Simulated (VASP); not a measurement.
A run of VASP 6.6.1:

File INCAR:

```
SYSTEM = BAs
  PREC = Accurate
  ENCUT = 520
  EDIFF = 1E-7
  ISMEAR = 0
  SIGMA = 0.1
  LREAL = .FALSE.
  LASPH = .TRUE.
  NELM = 100
  ALGO = Normal
  ISIF = 2
  LWAVE = .FALSE.
  LCHARG = .TRUE.
  GGA = RP
  IVDW = 12
  LELF = .TRUE.
  LVHAR = .TRUE.
  NBANDS = 11
```

KPOINTS

```
Automatic mesh
0
G
  10 10 10
  0 0 0
```

POSCAR

```
BAs
1.0
    0.0000000000      2.5204100412      2.5204100412
    2.5204100412      0.0000000000      2.5204100412
    2.5204100412      2.5204100412      0.0000000000
As B
1 1
Direct
    0.7500000000      0.7500000000      0.7500000000
    0.0000000000      0.0000000000      0.0000000000
```

Potentials or basis: VASP PAW PBE potentials, release 64 (As, B).

Run with:

```bash
$ cat potpaw_PBE.64/As/POTCAR potpaw_PBE.64/B/POTCAR > POTCAR
$ mpirun -np 1 vasp_std > vasp.out
```

Hardware: 1 thread of Intel Xeon 8259CL, on a shared host.

How long does it take, and how much memory?

It took 26 s on 1 thread of Intel Xeon 8259CL, on a shared host, peak memory 0.17 GiB. Counts: scf iterations 13, k points 47.
